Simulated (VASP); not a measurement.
# MgS (Niningerite) (Fm-3m) in VASP: settings compared

Aim: see how the results for MgS (Niningerite) move with the level of theory and the settings. Levels: r2SCAN, r2SCAN+D3(BJ), r2SCAN+rVV10. Tasks: single point.

Everything below comes from runs of VASP 6.6.1. Logs are shortened: lines on timing, memory, paths and dates and some standing lists are left out, and cuts for length are marked.

### Step 1. The cell of the first run

It takes space group Fm-3m (No. 225, cubic). The conventional cell has a = 5.203 Å, b = 5.203 Å, c = 5.203 Å, α = 90.00°, β = 90.00°, γ = 90.00°. Mg (site symmetry m-3m) has 6 S at 2.60 Å within 3.4 Å. Within 3.4 Å of S (site symmetry m-3m) lie 6 Mg at 2.60 Å.

### Step 2. Single point, r2SCAN

POSCAR reads:

```
MgS
1.0
    0.0000000000      2.6015177399      2.6015177399
    2.6015177399      0.0000000000      2.6015177399
    2.6015177399      2.6015177399      0.0000000000
Mg S
1 1
Direct
    0.0000000000      0.0000000000      0.0000000000
    0.5000000000      0.5000000000      0.5000000000
```

INCAR.step1 reads:

```
SYSTEM = MgS
PREC = Accurate ; ENCUT = 520
ISMEAR = 0 ; SIGMA = 0.01
LREAL = .FALSE. ; LASPH = .TRUE.
NELM = 80 ; NBANDS = 11
GGA = PE ; ALGO = Normal
EDIFF = 1E-4 ; LWAVE = .TRUE.
LCHARG = .FALSE.
```

INCAR.step2 reads:

```
SYSTEM = MgS
PREC = Accurate ; ENCUT = 520
EDIFF = 1E-7 ; ISMEAR = 0
SIGMA = 0.01 ; LREAL = .FALSE.
LASPH = .TRUE. ; NELM = 80
ALGO = Normal ; ISIF = 2
LWAVE = .FALSE. ; LCHARG = .FALSE.
METAGGA = R2SCAN ; LMIXTAU = .TRUE.
NBANDS = 11 ; ISTART = 1
```

KPOINTS reads:

```
regular mesh
0
G
  6 6 6
  0 0 0
```

Potentials or basis: VASP PAW PBE potentials, release 64 (Mg, S).

On the command line:

```
$ cat potpaw_PBE.64/Mg/POTCAR potpaw_PBE.64/S/POTCAR > POTCAR
$ cp INCAR.step1 INCAR
$ mpirun -np 1 vasp_std > vasp.out
$ cp INCAR.step2 INCAR
$ mpirun -np 1 vasp_std > vasp.out
```

OUTCAR:

```text
SYSTEM = MgS
   PREC = Accurate
   ENCUT = 520
   EDIFF = 1E-7
   ISMEAR = 0
   LREAL = .FALSE.
   LASPH = .TRUE.
   NELM = 80
   ISIF = 2
   METAGGA = R2SCAN
   ISTART = 1

 ion  position               nearest neighbor table
   1  0.000  0.000  0.000-   2 2.60   2 2.60   2 2.60   2 2.60   2 2.60   2 2.60
   2  0.500  0.500  0.500-   1 2.60   1 2.60   1 2.60   1 2.60   1 2.60   1 2.60

  LATTYP: Found a face centered cubic cell.
 ALAT       =     5.2030354798

  Lattice vectors:

 A1 = (   0.0000000000,   2.6015177399,   2.6015177399)
 A2 = (   2.6015177399,   0.0000000000,   2.6015177399)
 A3 = (   2.6015177399,   2.6015177399,   0.0000000000)

Analysis of symmetry for initial positions (statically):
=====================================================================
 Subroutine PRICEL returns:
 Original cell was already a primitive cell.

 Routine SETGRP: Setting up the symmetry group for a
 face centered cubic supercell.

 Subroutine GETGRP returns: Found 48 space group operations
 (whereof 48 operations were pure point group operations)
 out of a pool of 48 trial point group operations.

The static configuration has the point symmetry O_h .

Analysis of symmetry for dynamics (positions and initial velocities):
=====================================================================
 Subroutine PRICEL returns:
 Original cell was already a primitive cell.

 Routine SETGRP: Setting up the symmetry group for a
 face centered cubic supercell.

 Subroutine GETGRP returns: Found 48 space group operations
 (whereof 48 operations were pure point group operations)
 out of a pool of 48 trial point group operations.

The dynamic configuration has the point symmetry O_h .

 Subroutine INISYM returns: Found 48 space group operations
 (whereof 48 operations are pure point group operations),
 and found     1 'primitive' translations

----------------------------------------------------------------------------------------

                                     Primitive cell

  volume of cell :      35.2136

  direct lattice vectors                    reciprocal lattice vectors
     0.000000000  2.601517740  2.601517740    -0.192195499  0.192195499  0.192195499
     2.601517740  0.000000000  2.601517740     0.192195499 -0.192195499  0.192195499
     2.601517740  2.601517740  0.000000000     0.192195499  0.192195499 -0.192195499

  length of vectors
     3.679101671  3.679101671  3.679101671     0.332892369  0.332892369  0.332892369

  position of ions in fractional coordinates (direct lattice)
     0.000000000  0.000000000  0.000000000
     0.500000000  0.500000000  0.500000000

  ion indices of the primitive-cell ions
   primitive index   ion index
                 1           1
                 2           2

----------------------------------------------------------------------------------------

 KPOINTS: regular mesh

Automatic generation of k-mesh.
 Grid dimensions read from file:
 generate k-points for:    6    6    6

 Generating k-lattice:

  Cartesian coordinates                     Fractional coordinates (reciprocal lattice)
    -0.032032583  0.032032583  0.032032583     0.166666667  0.000000000  0.000000000
     0.032032583 -0.032032583  0.032032583     0.000000000  0.166666667  0.000000000
     0.032032583  0.032032583 -0.032032583     0.000000000  0.000000000  0.166666667

  Length of vectors
     0.055482062  0.055482062  0.055482062

  Shift w.r.t. Gamma in fractional coordinates (k-lattice)
     0.000000000  0.000000000  0.000000000

 Subroutine IBZKPT returns following result:
 ===========================================

 Found     16 irreducible k-points:

 Following reciprocal coordinates:
            Coordinates               Weight
  0.000000  0.000000  0.000000      1.000000
  0.166667  0.000000  0.000000      8.000000
  0.333333  0.000000  0.000000      8.000000
  0.500000  0.000000  0.000000      4.000000
  0.166667  0.166667  0.000000      6.000000
  0.333333  0.166667  0.000000     24.000000
[... 8 lines left out ...]
 -0.333333  0.333333  0.166667     24.000000
 -0.333333  0.500000  0.166667     12.000000
   k-points           NKPTS =     16   k-points in BZ     NKDIM =     16   number of bands    NBANDS=     11
   number of dos      NEDOS =    301   number of ions     NIONS =      2
   total plane-waves  NPLWV =  21952
   dimension x,y,z NGX =    28 NGY =   28 NGZ =   28
   dimension x,y,z NGXF=    56 NGYF=   56 NGZF=   56
   ions per type =               1   1
   NGX,Y,Z   is equivalent  to a cutoff of  12.65, 12.65, 12.65 a.u.
   NGXF,Y,Z  is equivalent  to a cutoff of  25.30, 25.30, 25.30 a.u.
 SYSTEM =  MgS
   PREC   = accura    normal or accurate (medium, high low for compatibility)
   ISTART =      1    job   : 0-new  1-cont  2-samecut
   ICHARG =      0    charge: 1-file 2-atom 10-const
   ISPIN  =      1    spin polarized calculation?
   LNONCOLLINEAR =      F non collinear calculations
   LSORBIT =      F    spin-orbit coupling
   LASPH  =      T    aspherical Exc in radial PAW
   ENCUT  =  520.0 eV  38.22 Ry    6.18 a.u.   6.84  6.84  6.84*2*pi/ulx,y,z
   NELM   =     80;   NELMIN=  2; NELMDL=  0     # of ELM steps
   EDIFF  = 0.1E-06   stopping-criterion for ELM
   LREAL  =      F    real-space projection
   EDIFFG = 0.1E-05   stopping-criterion for IOM
   NSW    =      0    number of steps for IOM
   IBRION =     -1    ionic relax: 0-MD 1-quasi-New 2-CG
   NFREE  =      0    steps in history (QN), initial steepest desc. (CG)
   ISIF   =      2    stress and relaxation
   ISYM   =      2    0-nonsym 1-usesym 2-fastsym
   POTIM  = 0.5000    time-step for ionic-motion
   TEBEG  =    0.0;   TEEND  =   0.0 temperature during run
   PSTRESS=    0.0 pullay stress
   NELECT =       8.0000    total number of electrons
   NUPDOWN=      -1.0000    fix difference up-down
   EMIN   =  10.00;   EMAX   =-10.00  energy-range for DOS
   EFERMI =   0.00;   METHOD = LEGACY
   ISMEAR =     0;   SIGMA  =   0.01  broadening in eV -4-tet -1-fermi 0-gaus
   EFERMI_NEDOS =   21; number of points for ismear=-14 and -15
   IALGO  =     38    algorithm
   IMIX   =      4    mixing-type and parameters
     AMIX     =   0.40;   BMIX     =  1.00
     AMIX_MAG =   1.60;   BMIX_MAG =  1.00
  volume/ion in A,a.u.               =      17.61       118.82
  Fermi-wavevector in a.u.,A,eV,Ry     =   0.998929  1.887702 13.576703  0.997860
  Thomas-Fermi vector in A             =   2.131185
   LORBIT       =      0    0 simple, 1 ext, 2 COOP (PROOUT), +10 PAW based schemes
   METAGGA = R2SCAN    functional components
   LHFCALC =     F    Hartree Fock is set to
   AEXX    =    0.0000 exact exchange contribution
   IVDW    =     0    specifies the selected vdW correction
   LEPSILON=     F    determine dielectric tensor
   LRPA    =     F    only Hartree local field effects (RPA)
 non-spin polarized calculation
 Gauss-broadening in eV      SIGMA  =   0.01
  energy-cutoff  :      520.00
  volume of cell :       35.21
 maximum number of plane-waves:       960
   NGX = 13   NGY = 13   NGZ = 13

 number of electron       8.0000000 magnetization

 Free energy of the ion-electron system (eV)
  ---------------------------------------------------
  ext. energy  EPLUGINS =         0.00000000
  ---------------------------------------------------
  free energy    TOTEN  =       -15.50855369 eV

  energy without entropy =      -15.50855369  energy(sigma->0) =      -15.50855369

 E-fermi :   3.5539     XC(G=0): -10.0900

 val. band max:        3.4957628020   @ k =   0.0000   0.0000   0.0000
 cond. band min:       6.9285121035   @ k =   0.5000   0.5000   0.0000
 fundamental gap:      3.4327493015
 Fermi energy:         3.5538972280

 k-point     1 :       0.0000    0.0000    0.0000
  band No.  band energies     occupation
      1      -9.6879      2.00000
      2       3.4958      2.00000
      3       3.4958      2.00000
      4       3.4958      2.00000
      5       8.1114      0.00000
      6      12.0257      0.00000
      7      12.0257      0.00000
      8      12.0257      0.00000
      9      14.4365      0.00000
     10      14.4365      0.00000
     11      17.0381      0.00000

 k-point     2 :       0.1667    0.0000    0.0000
  band No.  band energies     occupation
      1      -9.4171      2.00000
      2       1.8993      2.00000
      3       3.3192      2.00000
      4       3.3192      2.00000
      5       9.1350      0.00000
      6      11.8250      0.00000
      7      12.3106      0.00000
      8      12.3106      0.00000
      9      13.7939      0.00000
     10      13.7939      0.00000
     11      17.0185      0.00000

 k-point     3 :       0.3333    0.0000    0.0000
  band No.  band energies     occupation
      1      -8.7667      2.00000
      2      -0.3648      2.00000
      3       3.0117      2.00000
      4       3.0118      2.00000
      5       8.9752      0.00000
      6      11.4375      0.00000
      7      11.4375      0.00000
      8      13.8178      0.00000
      9      15.7374      0.00000
     10      15.7374      0.00000
     11      16.1013      0.00000

 k-point     4 :       0.5000    0.0000    0.0000
  band No.  band energies     occupation
      1      -8.3549      2.00000
      2      -1.3820      2.00000
      3       2.8756      2.00000
      4       2.8756      2.00000
      5       8.7114      0.00000
      6      10.9976      0.00000
      7      10.9976      0.00000
      8      14.7303      0.00000
      9      16.7284      0.00000
     10      18.5867      0.00000
     11      18.5867      0.00000
[... 127 lines left out ...]
 k-point    14 :       0.5000    0.3333    0.1667
  band No.  band energies     occupation
      1      -8.3229      2.00000
      2      -0.2182      2.00000
      3       1.2696      2.00000
      4       2.2433      2.00000
      5       9.4519      0.00000
      6      10.7194      0.00000
      7      11.5327      0.00000
      8      14.1579      0.00000
      9      15.8557      0.00000
     10      19.3376      0.00000
     11      19.8281      0.00000

 k-point    15 :      -0.3333    0.3333    0.1667
  band No.  band energies     occupation
      1      -8.0427      2.00000
      2      -0.4681      2.00000
      3       0.7418      2.00000
      4       1.8935      2.00000
      5       9.4700      0.00000
      6      10.8866      0.00000
      7      12.9162      0.00000
      8      13.1407      0.00000
      9      16.6205      0.00000
     10      18.5313      0.00000
     11      20.0632      0.00000

 k-point    16 :      -0.3333    0.5000    0.1667
  band No.  band energies     occupation
      1      -7.9368      2.00000
      2      -0.3220      2.00000
      3       0.8711      2.00000
      4       1.2833      2.00000
      5       8.5488      0.00000
      6      10.3032      0.00000
      7      13.4200      0.00000
      8      14.1034      0.00000
      9      18.4743      0.00000
     10      19.6540      0.00000
     11      19.9408      0.00000

------------------------ aborting loop because EDIFF is reached ----------------------------------------

  FORCE on cell =-STRESS in cart. coord.  units (eV):
  Direction    XX          YY          ZZ          XY          YZ          ZX
  --------------------------------------------------------------------------------------
  -------------------------------------------------------------------------------------
  Total       -0.0968452     -0.0968452     -0.0968452      0.0000000     -0.0000000      0.0000000
  in kB       -4.4063433     -4.4063433     -4.4063433      0.0000000     -0.0000000      0.0000000
  external PRESSURE =      -4.4063433 kB  Pullay stress =       0.0000000 kB

 VOLUME and BASIS-vectors are now :
 -----------------------------------------------------------------------------
  energy-cutoff  :      520.00
  volume of cell :       35.21
      direct lattice vectors                 reciprocal lattice vectors
     0.000000000  2.601517740  2.601517740    -0.192195499  0.192195499  0.192195499
     2.601517740  0.000000000  2.601517740     0.192195499 -0.192195499  0.192195499
     2.601517740  2.601517740  0.000000000     0.192195499  0.192195499 -0.192195499

 POSITION                                       TOTAL-FORCE (eV/Angst)
 -----------------------------------------------------------------------------------
      0.00000      0.00000      0.00000        -0.000000     -0.000000     -0.000000
      2.60152      2.60152      2.60152         0.000000      0.000000      0.000000
 -----------------------------------------------------------------------------------
    total drift:                                0.000000      0.000000      0.000000

  FREE ENERGIE OF THE ION-ELECTRON SYSTEM (eV)
  ---------------------------------------------------
  free  energy   TOTEN  =       -15.5085536931 eV

  energy  without entropy=      -15.5085536931  energy(sigma->0) =      -15.50855369
```

Run time: 55 s. Hardware: 1 thread of AMD EPYC 7R13 (Zen 3), shared host; peak memory 0.13 GiB.

What came out:

| Property | Result |
| --- | --- |
| Free energy | -15.5086 eV |
| Pressure | -0.4 GPa |
| Band gap on the k mesh | 3.43 eV, indirect (least direct gap 4.62 eV) |

Caveat: the PAW data sets were made with another functional, which shifts forces and pressure a little. A k mesh can miss the band edges.

### Step 3. Single point, r2SCAN+D3(BJ)

POSCAR is that of step 2.

Edit INCAR.step1 of step 2 so:

```diff
@@ -4,3 +4,3 @@
 LREAL = .FALSE. ; LASPH = .TRUE.
-NELM = 80 ; NBANDS = 11
+NELM = 60 ; NBANDS = 11
 GGA = PE ; ALGO = Normal
```

INCAR.step2 reads:

```
SYSTEM = MgS
PREC = Accurate ; ENCUT = 520
EDIFF = 1E-6 ; ISMEAR = 0
SIGMA = 0.01 ; LREAL = .FALSE.
LASPH = .TRUE. ; NELM = 60
ALGO = Normal ; ISIF = 2
LWAVE = .FALSE. ; LCHARG = .FALSE.
METAGGA = R2SCAN ; LMIXTAU = .TRUE.
IVDW = 12 ; VDW_S6 = 1.0
VDW_S8 = 0.78981345 ; VDW_A1 = 0.49484001
VDW_A2 = 5.73083694 ; NBANDS = 11
ISTART = 1
```

KPOINTS is that of step 2.

Potentials or basis: VASP PAW PBE potentials, release 64 (Mg, S).

On the command line:

```
$ cat potpaw_PBE.64/Mg/POTCAR potpaw_PBE.64/S/POTCAR > POTCAR
$ cp INCAR.step1 INCAR
$ mpirun -np 1 vasp_std > vasp.out
$ cp INCAR.step2 INCAR
$ mpirun -np 1 vasp_std > vasp.out
```

It took 52 s on 1 thread of AMD EPYC 7R13 (Zen 3), shared host; peak memory 0.14 GiB.

It converged, with:

```
Free energy                : -15.8420 eV
Pressure                   : -2.0 GPa
Band gap on the k mesh     : 3.43 eV, indirect (least direct gap 4.62 eV)
Dispersion energy per atom : -0.167 eV
```

Levels at points of the mesh, in eV from the valence-band top:
```csv
k point,band 1,band 2,band 3,band 4,band 5,band 6,band 7,band 8,band 9
"(0.00, 0.00, 0.00)",-13.18,0.00,0.00,0.00,4.62,8.53,8.53,8.53,10.94
"(0.50, 0.00, 0.00)",-11.85,-4.88,-0.62,-0.62,5.22,7.50,7.50,11.23,13.23
"(0.50, 0.50, 0.00)",-11.47,-4.27,-1.73,-1.73,3.43,4.92,13.14,13.49,14.54
```

Caveat: the PAW data sets were made with another functional, which shifts forces and pressure a little. r2SCAN opens gaps a little over a GGA but as a rule still falls short of measured ones.

### Step 4. Single point, r2SCAN+rVV10

POSCAR is that of step 3.

INCAR.step1 reads:

```
  PREC = Accurate
  ENCUT = 520
  ISMEAR = 0
  SIGMA = 0.01
  LREAL = False
  LASPH = True
  NELM = 60
  NBANDS = 11
  GGA = PE
  ALGO = Normal
  EDIFF = 1E-4
  LWAVE = True
  LCHARG = False
```

INCAR.step2 reads:

```
  PREC = Accurate
  ENCUT = 520
  EDIFF = 1E-7
  ISMEAR = 0
  SIGMA = 0.01
  LREAL = False
  LASPH = True
  NELM = 60
  ALGO = Normal
  ISIF = 2
  LWAVE = False
  LCHARG = False
  METAGGA = R2SCAN
  LMIXTAU = True
  LUSE_VDW = True
  IVDW_NL = 2
  BPARAM = 11.95
  CPARAM = 0.0093
  NBANDS = 11
  ISTART = 1
```

KPOINTS reads:

```
Automatic mesh
0
Gamma
  6 6 6
```

On the command line:

```
$ cat potpaw_PBE.64/Mg/POTCAR potpaw_PBE.64/S/POTCAR > POTCAR
$ cp INCAR.step1 INCAR
$ mpirun -np 1 vasp_std > vasp.out
$ cp INCAR.step2 INCAR
$ mpirun -np 1 vasp_std > vasp.out
```

It took 81 s on 1 thread of AMD EPYC 7R13 (Zen 3), shared host; peak memory 0.23 GiB.

Results (log left out):

```yaml
Free_energy: -15.2779 eV
Pressure: -1.0 GPa
Band_gap_on_the_k_mesh: 3.41 eV, indirect (least direct gap 4.58 eV)
```

Levels at points of the mesh, in eV from the valence-band top:
```
           k point  band 1  band 2  band 3  band 4  band 5  band 6  band 7  band 8
(0.00, 0.00, 0.00)  -13.19    0.00    0.00    0.00    4.58    8.50    8.50    8.50
(0.50, 0.00, 0.00)  -11.85   -4.90   -0.62   -0.62    5.17    7.48    7.48   11.21
(0.50, 0.50, 0.00)  -11.47   -4.29   -1.74   -1.74    3.41    4.88   13.11   13.48
```

Caveat: the PAW data sets were made with another functional, which shifts forces and pressure a little.

### Step 5. Single point, r2SCAN

POSCAR is that of step 4.

INCAR.step1 reads:

```
SYSTEM = MgS
PREC = Accurate
ENCUT = 520
ISMEAR = 1
SIGMA = 0.5
LREAL = .FALSE.
LASPH = .TRUE.
NELM = 60
NBANDS = 11
GGA = PE
ALGO = Normal
EDIFF = 1E-4
LWAVE = .TRUE.
LCHARG = .FALSE.
```

INCAR.step2 reads:

```
SYSTEM = MgS
PREC = Accurate
ENCUT = 520
EDIFF = 1E-6
ISMEAR = 1
SIGMA = 0.5
LREAL = .FALSE.
LASPH = .TRUE.
NELM = 60
ALGO = Normal
ISIF = 2
LWAVE = .FALSE.
LCHARG = .FALSE.
METAGGA = R2SCAN
LMIXTAU = .TRUE.
NBANDS = 11
ISTART = 1
```

KPOINTS reads:

```
regular mesh
0
G
  6 6 6
  0 0 0
```

On the command line:

```
$ cat potpaw_PBE.64/Mg/POTCAR potpaw_PBE.64/S/POTCAR > POTCAR
$ cp INCAR.step1 INCAR
$ mpirun -np 1 vasp_std > vasp.out
$ cp INCAR.step2 INCAR
$ mpirun -np 1 vasp_std > vasp.out
```

Wall time 70 s (1 thread of AMD EPYC 7R13 (Zen 3), shared host); peak memory 0.13 GiB.

The run converged. Its results:

| Item | Value |
| --- | --- |
| Free energy | -15.5019 eV |
| Pressure | -0.5 GPa |
| Band gap on the k mesh | 3.43 eV, indirect (least direct gap 4.62 eV) |

Levels at points of the mesh, in eV from the valence-band top:
```csv
k point,band 1,band 2,band 3,band 4,band 5,band 6,band 7,band 8,band 9
"(0.00, 0.00, 0.00)",-13.18,0.00,0.00,0.00,4.62,8.53,8.53,8.53,10.94
"(0.50, 0.00, 0.00)",-11.85,-4.88,-0.62,-0.62,5.22,7.50,7.50,11.24,13.23
"(0.50, 0.50, 0.00)",-11.47,-4.27,-1.73,-1.73,3.43,4.93,13.14,13.49,14.54
```

Caveat: the PAW data sets were made with another functional, which shifts forces and pressure a little. A k mesh can miss the band edges.

(Part 1 of 2 ends here.)
